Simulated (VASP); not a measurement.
Set up this calculation in VASP 6.6.1, as the native input.

```yaml
Task: single point
Functional: PBEsol
Potentials_or_basis: VASP PAW PBE potentials, release 64 (Hg, F)
Cutoff: 600 eV
k_mesh: 8 × 8 × 8
Occupations: fermi-dirac, width 0.05 eV
Spin: no spin polarisation
Dipole_correction: no
Further_INCAR_settings: ALGO = Normal; EDIFF = 1e-06; NBANDS = 24
```

The structure of HgF3 lies in POSCAR:

```
HgF3
1.0
    0.0000000000      2.6883975176      2.6883975176
    2.6883975176      0.0000000000      2.6883975176
    2.6883975176      2.6883975176      0.0000000000
Hg F
1 3
Direct
    0.0000000000      0.0000000000      0.0000000000
    0.5000000000      0.5000000000      0.5000000000
    0.2500000000      0.2500000000      0.2500000000
    0.7500000000      0.7500000000      0.7500000000
```

One way to write it, as run:

INCAR

```
PREC = Accurate
ENCUT = 600
EDIFF = 1E-6
ISMEAR = -1
SIGMA = 0.05
LREAL = F
LASPH = T
NELM = 120
ALGO = Normal
ISIF = 2
LWAVE = F
LCHARG = F
GGA = PS
NBANDS = 24
GGA_COMPAT = F
```

KPOINTS

```
regular mesh
0
Gamma
  8 8 8
```

Potentials or basis: VASP PAW PBE potentials, release 64 (Hg, F).

Launch:

```sh
$ cat potpaw_PBE.64/Hg/POTCAR potpaw_PBE.64/F/POTCAR > POTCAR
$ mpirun -np 1 vasp_std > vasp.out
```

It gave:

- Pressure: 21.1 GPa
- Band gap on the k mesh: zero (an odd number of electrons rules out a gap without spin polarisation)

Caveat: the cell stands under pressure; the PAW data sets were made with another functional, which shifts forces and pressure a little; spin-orbit coupling is left out, which moves the levels of the heavy elements; an odd number of electrons without spin polarisation forces a metal; a magnetic or distorted state may lie lower.

Run time: 48 s on 1 thread of Intel(R) Xeon(R) Platinum 8259CL CPU @ 2.50GHz (Skylake/Cascade Lake), with other jobs on the host, peak memory 0.18 GiB.
